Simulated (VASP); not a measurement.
Wanted: the native input for a VASP 6.6.1 run.

| Quantity | Value |
| --- | --- |
| Task | relaxation of cell and atoms |
| Functional | PBE |
| Potentials or basis | VASP PAW PBE potentials, release 64 (Zr_sv, Pb_d, O) |
| Cutoff | 600 eV |
| k mesh | 6 × 6 × 4 |
| Occupations | gaussian, width 0.1 eV |
| Spin | no spin polarisation |
| Dipole correction | no |
| Further INCAR settings | ALGO = Normal; EDIFF = 1e-06; IBRION = 2; EDIFFG = -0.04; NSW = 90; ISIF = 3 |

The structure of ZrPbO4 lies in POSCAR:

```
ZrPbO4
1.0
    3.7146842908      0.0000000000      0.0000000000
    0.0000000000      3.7146842908      0.0000000000
    0.0000000000      0.0000000000      5.2862800898
Zr Pb O
1 1 4
Direct
    0.5000000000      0.5000000000      0.5000000000
    0.0000000000      0.0000000000      0.0000000000
    0.5000000000      0.0000000000      0.7388374885
    0.0000000000      0.5000000000      0.2611625115
    0.5000000000      0.0000000000      0.2611625115
    0.0000000000      0.5000000000      0.7388374885
```

The cell was generated, and may not be a known phase.

These files were run (other wordings do the same):

INCAR

```
PREC     = Accurate       # precision mode
ENCUT    = 600            # plane-wave cutoff, eV
EDIFF    = 1E-6           # SCF threshold, eV
ISMEAR   = 0              # smearing method
SIGMA    = 0.1            # smearing width, eV
LREAL    = False          # projectors in reciprocal space
LASPH    = True           # aspherical terms in the spheres
NELM     = 100            # most SCF steps
ALGO     = Normal         # electronic algorithm
ISIF     = 3              # what is computed and relaxed
LWAVE    = False          # write WAVECAR
LCHARG   = False          # write CHGCAR
GGA      = PE             # functional
IBRION   = 2              # ionic algorithm
NSW      = 90             # ionic steps
EDIFFG   = -0.04          # ionic threshold
```

KPOINTS

```
regular mesh
0
Gamma
  6 6 4
```

Potentials or basis: VASP PAW PBE potentials, release 64 (Zr_sv, Pb_d, O).

Command:

```bash
$ cat potpaw_PBE.64/Zr_sv/POTCAR potpaw_PBE.64/Pb_d/POTCAR potpaw_PBE.64/O/POTCAR > POTCAR
$ mpirun -np 1 vasp_std > vasp.out
```

Results of the run:

```yaml
Relaxed_volume: 12.11 Å³/atom
Relaxed_cell: a = 3.712 Å, b = 3.712 Å, c = 5.273 Å, α = 90.00°, β = 90.00°, γ = 90.00°
Space_group_after_relaxing_to_0.1_Å: P4/mmm (No. 123)
Energy_gained_by_relaxing: 0.1 meV/atom
Ionic_steps: 2
Pressure_after_relaxing: 0.3 GPa
Largest_force_after_relaxing: 0.016 eV/Å
Band_gap_on_the_k_mesh: zero (bands 25 and 26 overlap by 0.36 eV)
```

Caveat: spin-orbit coupling is left out, which moves the levels of the heavy elements.

Wall time 3.7 min on 1 thread of AMD EPYC 7R13 (shared host), peak memory 0.21 GiB.
